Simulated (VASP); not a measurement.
PbS (Galena), 2 atoms in the cell. Symmetry: Fm-3m, No. 225, cubic system. The conventional cell has a = 5.927 Å, b = 5.927 Å, c = 5.927 Å, α = 90.00°, β = 90.00°, γ = 90.00°. Pb (site symmetry m-3m) has 6 S at 2.96 Å within 3.9 Å. S (site symmetry m-3m) has 6 Pb at 2.96 Å within 3.9 Å. 

```yaml
Program: VASP 6.6.1
Task: single point
Functional: PBE
Dispersion: D3(BJ)
Potentials_or_basis: VASP PAW PBE potentials, release 64 (Pb_d, S)
Cutoff: 500 eV
k_mesh: 5 × 5 × 5
Occupations: fermi-dirac, width 0.01 eV
Spin: no spin polarisation
Dipole_correction: no
Further_INCAR_settings: ALGO = Normal; EDIFF = 1e-06; NBANDS = 17
```

Potentials or basis: VASP PAW PBE potentials, release 64 (Pb_d, S).

Launch:

```sh
$ cat potpaw_PBE.64/Pb_d/POTCAR potpaw_PBE.64/S/POTCAR > POTCAR
$ mpirun -np 1 vasp_std > vasp.out
```

Hardware: 1 thread of AMD EPYC 7R13, with other jobs on the host.

Question: How long does it take, and how much memory?

Answer: It took 16 s on 1 thread of AMD EPYC 7R13 (shared host), peak memory 0.15 GiB. Counts: scf iterations 12, k points 10.
